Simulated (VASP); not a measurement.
Input of a VASP 6.6.1 run:

File INCAR:

```
SYSTEM = SiC
ALGO = Normal ; EDIFF = 1E-6
ENCUT = 520 ; GGA = PS
ISIF = 2 ; ISMEAR = 0
LASPH = .TRUE. ; LCHARG = .FALSE.
LREAL = .FALSE. ; LWAVE = .FALSE.
NBANDS = 11 ; NELM = 80
PREC = Accurate ; SIGMA = 0.05
```

The input KPOINTS:

```
k-points
0
G
  10 10 10
  0 0 0
```

Contents of POSCAR:

```
SiC
1.0
    0.0000000000      2.1783945700      2.1783945700
    2.1783945700      0.0000000000      2.1783945700
    2.1783945700      2.1783945700      0.0000000000
Si C
1 1
Direct
   -0.0023558598      0.0047117196      0.0023558598
    0.7555086439      0.7389827122      0.7444913561
```

Potentials or basis: VASP PAW PBE potentials, release 64 (Si, C).

The run is started by

```console
$ cat potpaw_PBE.64/Si/POTCAR potpaw_PBE.64/C/POTCAR > POTCAR
$ mpirun -np 1 vasp_std > vasp.out
```

Predict the pressure.

0.7 GPa.

Predict the largest force.

1.041 eV/Å.

Predict the band gap on the k mesh.

0.98 eV, indirect (least direct gap 4.32 eV).

Stress tensor (GPa, compression positive):
```
 0.39 -1.16  0.26
-1.16  0.89 -3.44
 0.26 -3.44  0.83
```

Caveat: the cell differs from its parent crystal (mode 4 frozen in at -0.036 Å and mode 5 at -0.012 Å (largest displacements)); the PAW data sets were made with another functional, which shifts forces and pressure a little. A k mesh can miss the band edges.
